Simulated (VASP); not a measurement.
Input of a VASP 6.6.1 run:

Contents of INCAR:

```
  PREC = Accurate
  ENCUT = 520
  EDIFF = 1E-7
  ISMEAR = -1
  SIGMA = 0.05
  LREAL = Auto
  LASPH = True
  NELM = 150
  ALGO = Normal
  ISIF = 2
  LWAVE = False
  LCHARG = False
  ISPIN = 2
  MAGMOM = 0 0 0 0 0 0 0 0.333 0 0 0 0 0 0 0 0.333 0 0 0 0 0 0 0 0 0 0.333 0 0 0 0 0 0 0 0 0 0 0 0 0 0 0 0 0.333 0 0 0 0 0 0 0 0 0 0 0 0 0 0 0 0 0 0.333 0 0 0 0.333
  LORBIT = 11
  GGA = PS
  NBANDS = 172
  NELECT = 262.0
  ISYM = 0
  LUSENCCL = False
```

KPOINTS

```
Automatic mesh
0
Gamma
  1 1 1
  0.25 0.25 0.25
```

POSCAR

```
Si64C
1.0
   10.8655790000      0.0000000000      0.0000000000
    0.0000000000     10.8655790000      0.0000000000
    0.0000000000      0.0000000000     10.8655790000
Si C
64 1
Direct
    0.0012550000      0.0011790000      0.0020090000
    0.9945330000      0.9936970000      0.4979620000
    0.9985720000      0.5024260000      0.0022140000
    0.0004550000      0.5001480000      0.5009870000
    0.5025380000      0.9979200000      0.0013380000
    0.5000350000      0.0006870000      0.5011550000
    0.5006150000      0.5005340000      0.0014270000
    0.4125740000      0.4072410000      0.4637350000
    0.1265070000      0.1262280000      0.1288040000
    0.1131520000      0.1127190000      0.6309670000
    0.1330200000      0.6228080000      0.1294540000
    0.1292720000      0.6246060000      0.6233710000
    0.6236000000      0.1319980000      0.1277580000
    0.6239450000      0.1300070000      0.6232610000
    0.6301780000      0.6303880000      0.1182440000
    0.6142070000      0.6141660000      0.5977610000
    0.2518640000      0.2514550000      0.0056030000
    0.2354080000      0.2362730000      0.5116130000
    0.2508420000      0.7493980000      0.0016950000
    0.2623000000      0.7439120000      0.4996680000
    0.7496510000      0.2509240000      0.0008720000
    0.7439890000      0.2618660000      0.4993600000
    0.7536730000      0.7535460000      0.9939630000
    0.7488440000      0.7493170000      0.4975140000
    0.3785650000      0.3770950000      0.1300640000
    0.3498990000      0.3511830000      0.6537330000
    0.3751900000      0.8782110000      0.1244780000
    0.3754130000      0.8765260000      0.6270640000
    0.8780320000      0.3750840000      0.1244590000
    0.8768780000      0.3747740000      0.6268220000
    0.8767150000      0.8763360000      0.1257880000
    0.8718510000      0.8717000000      0.6242520000
    0.2547040000      0.0039640000      0.2538550000
    0.2482510000      0.9976140000      0.7536560000
    0.2658450000      0.5008330000      0.2670630000
    0.2422610000      0.4998440000      0.7592010000
    0.7522590000      0.0059860000      0.2477800000
    0.7487440000      0.0016340000      0.7468770000
    0.7581050000      0.5078350000      0.2422480000
    0.7409220000      0.4987040000      0.7395820000
    0.3768730000      0.1326070000      0.3831850000
    0.3739470000      0.1215000000      0.8820410000
    0.4082070000      0.6288080000      0.3797030000
    0.3763630000      0.6249520000      0.8756710000
    0.8737180000      0.1321800000      0.3766810000
    0.8732260000      0.1243610000      0.8774390000
    0.8809330000      0.6296430000      0.3742590000
    0.8729650000      0.6233070000      0.8690150000
    0.0037430000      0.2542290000      0.2531810000
    0.9983590000      0.2480870000      0.7534260000
    0.0063750000      0.7519530000      0.2478290000
    0.0014360000      0.7489100000      0.7473530000
    0.5032370000      0.2639200000      0.2654540000
    0.4989910000      0.2432380000      0.7586240000
    0.5079230000      0.7583910000      0.2420150000
    0.4992490000      0.7405910000      0.7397000000
    0.1312470000      0.3762500000      0.3828660000
    0.1215370000      0.3736420000      0.8824820000
    0.1325990000      0.8728970000      0.3767000000
    0.1243810000      0.8727880000      0.8779140000
    0.6289880000      0.4068810000      0.3798020000
    0.6246770000      0.3763450000      0.8753490000
    0.6291520000      0.8811130000      0.3742480000
    0.6237380000      0.8725190000      0.8684780000
    0.5339640000      0.5340480000      0.4628490000
```

Potentials or basis: VASP PAW PBE potentials, release 64 (Si, C).

Command:

```sh
$ cat potpaw_PBE.64/Si/POTCAR potpaw_PBE.64/C/POTCAR > POTCAR
$ mpirun -np 1 vasp_std > vasp.out
```

(1) Estimate the largest force.

(2) What does it give for the net moment?

Answers

(1) 0.348 eV/Å.

(2) 0.00 μB per cell.

Caveat: the cell carries a net charge on a neutralising background, which shifts energy and pressure; the PAW data sets were made with another functional, which shifts forces and pressure a little.
